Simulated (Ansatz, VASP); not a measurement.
## Two plane-wave programs on TiC

The input INCAR:

```
PREC = Accurate
ENCUT = 600
EDIFF = 1E-6
ISMEAR = -1
SIGMA = 0.05
LREAL = F
LASPH = T
NELM = 120
ALGO = Normal
ISIF = 2
LWAVE = F
LCHARG = T
GGA = PE
LELF = T
LVHAR = T
NBANDS = 15
GGA_COMPAT = F
```

File KPOINTS:

```
Automatic mesh
0
Gamma
  6 6 6
```

The input POSCAR:

```
TiC
1.0
    0.0000000000      2.1593000000      2.1593000000
    2.1593000000      0.0000000000      2.1593000000
    2.1593000000      2.1593000000      0.0000000000
Ti C
1 1
Direct
    0.0000000000      0.0000000000      0.0000000000
    0.5000000000      0.5000000000      0.5000000000
```

Input for Ansatz:

```yaml
crystal:
  lattice:
    - [0.0, 2.1593, 2.1593]
    - [2.1593, 0.0, 2.1593]
    - [2.1593, 2.1593, 0.0]
  atoms:
    - { symbol: Ti, position: [0.0, 0.0, 0.0] }
    - { symbol: C, position: [0.5, 0.5, 0.5] }
basis:
  ecutwfc: 420.0
kpoints:
  mp_grid:
    grid: [6, 6, 6]
hamiltonian:
  xc: pbe
scf:
  occupations:
    method: fermi_dirac
    width: 0.05
output:
  stress: true
```

Alike in both runs: task single point; functional PBE; k mesh 6 × 6 × 6; occupations fermi-dirac, width 0.05 eV; no spin polarisation.

```csv
,VASP,Ansatz
version,VASP 6.6.1,Ansatz 0.2.0
potentials or method,"VASP PAW PBE potentials, release 64 (Ti_sv, C), cutoff 600 eV","plane waves, PAW"
valence electrons in the cell,16,16
```

VASP gave:

- pressure (GPa): 2.7

**Question.** What did Ansatz give for the same quantities?

**Answer.** Pressure (GPa): 2.6.

The k mesh is coarse, so the values compare programs but aren't converged.
